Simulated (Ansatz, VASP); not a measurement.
# Two plane-wave programs on Sb

Contents of INCAR:

```
SYSTEM = Sb
PREC     = Accurate       ! precision mode
ENCUT    = 520            ! plane-wave cutoff, eV
EDIFF    = 1E-7           ! SCF threshold, eV
ISMEAR   = -1             ! smearing method
SIGMA    = 0.1            ! smearing width, eV
LREAL    = .FALSE.        ! projectors in reciprocal space
LASPH    = .TRUE.         ! aspherical terms in the spheres
NELM     = 80             ! most SCF steps
ALGO     = Normal         ! electronic algorithm
ISIF     = 2              ! what is computed and relaxed
LWAVE    = .FALSE.        ! write WAVECAR
LCHARG   = .FALSE.        ! write CHGCAR
GGA      = PS             ! functional
NBANDS   = 12             ! bands
```

The input KPOINTS:

```
regular mesh
0
G
  12 12 7
  0 0 0
```

The input POSCAR:

```
Sb
1.0
    3.1768319864      0.0000000000      0.0000000000
   -1.5884159932      2.7512172038      0.0000000000
    0.0000000000      0.0000000000      5.2530914360
Sb
2
Direct
    0.3333333333      0.6666666667      0.2500000000
    0.6666666667      0.3333333333      0.7500000000
```

Input for Ansatz:

```yaml
crystal:
  lattice:
    - [3.1768319864, 0.0, 0.0]
    - [-1.5884159932, 2.7512172038, 0.0]
    - [0.0, 0.0, 5.253091436]
  atoms:
    - { symbol: Sb, position: [0.3333333333, 0.6666666667, 0.25] }
    - { symbol: Sb, position: [0.6666666667, 0.3333333333, 0.75] }
hamiltonian:
  xc: pbesol
  pseudopotentials:
    kind: paw
    azcp:
      Sb: "pseudopotentials/Sb.paw.azcp"
basis:
  ecutwfc: 420
  fft_grid_basis: typed
kpoints:
  mp_grid: { grid: [12, 12, 7], shift: [0, 0, 0] }
magnetization:
  spin_polarized: false
scf:
  occupations: { method: fermi_dirac, width: 0.1 }
  lower_state_search: "off"
output:
  stress: true
```

Alike in both runs: task single point; functional PBEsol; k mesh 12 × 12 × 7; occupations fermi-dirac, width 0.1 eV; no spin polarisation.

```csv
,VASP,Ansatz
version,VASP 6.6.1,Ansatz 0.2.0
potentials or method,"VASP PAW PBE potentials, release 64 (Sb), cutoff 520 eV","plane waves (420 eV) with PAW, scalar-relativistic"
valence electrons in the cell,10,30
```

VASP gave:

```
pressure (GPa)                                                : 12.0
traceless stress, the component that is largest in VASP (GPa) : -2.05
```

Question: Which values does Ansatz return?

Answer: Pressure (GPa): 11.8; traceless stress, the component that is largest in VASP (GPa): -2.00.

VASP's potentials were made for PBE, not for PBEsol, and Ansatz warns of the same on its side. With one functional, cell and mesh, what is left measures potentials, basis and numerics. VASP's potentials hold 10 valence electrons a cell and Ansatz's 30, so a difference there can come from the potentials and not from the codes.

Neither program's run includes spin-orbit coupling.
